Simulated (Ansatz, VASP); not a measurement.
# PbS: VASP beside Ansatz

File POSCAR:

```
PbS
1.0
    2.0637484146     -5.8692756833      0.0000000000
    2.0637484146      5.8692756833      0.0000000000
    0.0000000000      0.0000000000      4.2604423703
Pb S
2 2
Direct
    0.8722772600      0.1277227400      0.7500000000
    0.1277227400      0.8722772600      0.2500000000
    0.6436799886      0.3563200114      0.7500000000
    0.3563200114      0.6436799886      0.2500000000
```

File INCAR.step1:

```
ALGO     = Normal         # electronic algorithm
EDIFF    = 1E-4           # SCF threshold, eV
ENCUT    = 520            # plane-wave cutoff, eV
GGA      = PE             # functional
ISMEAR   = 0              # smearing method
LASPH    = True           # aspherical terms in the spheres
LCHARG   = False          # write CHGCAR
LREAL    = False          # projectors in reciprocal space
LWAVE    = True           # write WAVECAR
NBANDS   = 28             # bands
NELM     = 100            # most SCF steps
PREC     = Accurate       # precision mode
SIGMA    = 0.01           # smearing width, eV
```

Contents of INCAR.step2:

```
ALGO     = Normal         # electronic algorithm
EDIFF    = 1E-6           # SCF threshold, eV
ENCUT    = 520            # plane-wave cutoff, eV
ISIF     = 2              # what is computed and relaxed
ISMEAR   = 0              # smearing method
ISTART   = 1            
LASPH    = True           # aspherical terms in the spheres
LCHARG   = False          # write CHGCAR
LMIXTAU  = True         
LREAL    = False          # projectors in reciprocal space
LWAVE    = False          # write WAVECAR
METAGGA  = R2SCAN         # meta-GGA
NBANDS   = 28             # bands
NELM     = 100            # most SCF steps
PREC     = Accurate       # precision mode
SIGMA    = 0.01           # smearing width, eV
```

The input KPOINTS:

```
k-points
0
Gamma
  6 6 6
```

Input for Ansatz:

```yaml
crystal:
  lattice:
    - [2.0637484146, -5.8692756833, 0.0]
    - [2.0637484146, 5.8692756833, 0.0]
    - [0.0, 0.0, 4.2604423703]
  atoms:
    - { symbol: Pb, position: [0.87227726, 0.12772274, 0.75] }
    - { symbol: Pb, position: [0.12772274, 0.87227726, 0.25] }
    - { symbol: S, position: [0.6436799886, 0.3563200114, 0.75] }
    - { symbol: S, position: [0.3563200114, 0.6436799886, 0.25] }
kpoints:
  mp_grid: { grid: [6, 6, 6] }
  band_path:
    path:
      - [0.0, 0.0, 0.0]
      - [-0.5, 0.5, 0.0]
      - [-0.2809089674, 0.7190910326, 0.0]
      - [0.2809089674, 0.2809089674, 0.0]
      - [0.0, 0.0, 0.5]
      - [0.2809089674, 0.2809089674, 0.5]
      - [-0.2809089674, 0.7190910326, 0.5]
      - [-0.5, 0.5, 0.5]
      - [0.0, 0.5, 0.0]
      - [-0.5, -0.5, 0.36849]
      - [0.453125, 0.453125, 0.0]
      - [-0.5, 0.5, 0.35]
    npoints: 1
hamiltonian:
  xc: r2scan
scf:
  occupations: { method: fixed }
  n_extra_bands: 5
output:
  forces: true
  stress: true
  eigenvalues: true
  write_density: true
  write_potential: true
  elf: true
  volumetric_format: npy
```

Alike in both runs: task single point; functional r2SCAN; k mesh 6 × 6 × 6; no spin polarisation.

|  | VASP | Ansatz |
| --- | --- | --- |
| version | VASP 6.6.1 | Ansatz 0.2.0 |
| potentials or method | VASP PAW PBE potentials, release 64 (Pb_d, S) | plane waves, PAW |
| plane-wave cutoff (eV) | 520 | 500 |
| occupations | gaussian, width 0.01 eV | fixed |
| valence electrons in the cell | 40 | 40 |

|  | VASP | Ansatz | Ansatz less VASP |
| --- | --- | --- | --- |
| gap on the k mesh at the Fermi level (eV) | 1.43 | 1.43 | +0.001 |
| pressure (GPa) | 1.0 | 1.0 | -0.01 |
| rms of the force components (eV/Å) | 0.009 | 0.012 | +0.0036 |

VASP's potentials were made for PBE, not for r2SCAN. Atom by atom the forces differ by 0.004 eV/Å (rms over components).

Neither program's run includes spin-orbit coupling.
